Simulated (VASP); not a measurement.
Here is a VASP 6.6.1 calculation.

Contents of INCAR:

```
SYSTEM = Al2Cu
PREC = Accurate ; ENCUT = 520
EDIFF = 1E-6 ; ISMEAR = 0
SIGMA = 0.1 ; LREAL = .False.
LASPH = .True. ; NELM = 60
ALGO = Fast ; ISIF = 2
LWAVE = .False. ; LCHARG = .True.
GGA = PS ; LELF = .True.
LVHAR = .True. ; NBANDS = 46
```

KPOINTS

```
regular mesh
0
Gamma
  6 6 8
  0 0 0
```

The input POSCAR:

```
Al2Cu
1.0
    6.1721205408      0.0000000000      0.0000000000
    0.0000000000      6.1721205408      0.0000000000
    0.0000000000      0.0000000000      4.7474711375
Al Cu
8 4
Direct
    0.1578245310      0.3421754690      0.0000000000
    0.1578245310      0.6578245310      0.5000000000
    0.8421754690      0.3421754690      0.5000000000
    0.8421754690      0.6578245310      0.0000000000
    0.6578245310      0.8421754690      0.5000000000
    0.6578245310      0.1578245310      0.0000000000
    0.3421754690      0.8421754690      0.0000000000
    0.3421754690      0.1578245310      0.5000000000
    0.0000000000      0.0000000000      0.7500000000
    0.0000000000      0.0000000000      0.2500000000
    0.5000000000      0.5000000000      0.2500000000
    0.5000000000      0.5000000000      0.7500000000
```

Potentials or basis: VASP PAW PBE potentials, release 64 (Al, Cu).

Launch:

```sh
$ cat potpaw_PBE.64/Al/POTCAR potpaw_PBE.64/Cu/POTCAR > POTCAR
$ mpirun -np 1 vasp_std > vasp.out
```

Question: Estimate the pressure.

Answer: -3.8 GPa.

Question: Estimate the band gap on the k mesh.

Answer: Zero (bands 34 and 35 overlap by 1.85 eV).

Question: Predict the largest force.

Answer: 0.005 eV/Å.

Stress tensor (GPa, compression positive):
```
-5.78  0.00  0.00
 0.00 -5.78  0.00
 0.00  0.00  0.23
```

Caveat: the cell differs from its parent crystal (biaxial strain in the a-b plane: +3.0 %, then relaxed in part); the cell stands under tension; the PAW data sets were made with another functional, which shifts forces and pressure a little.
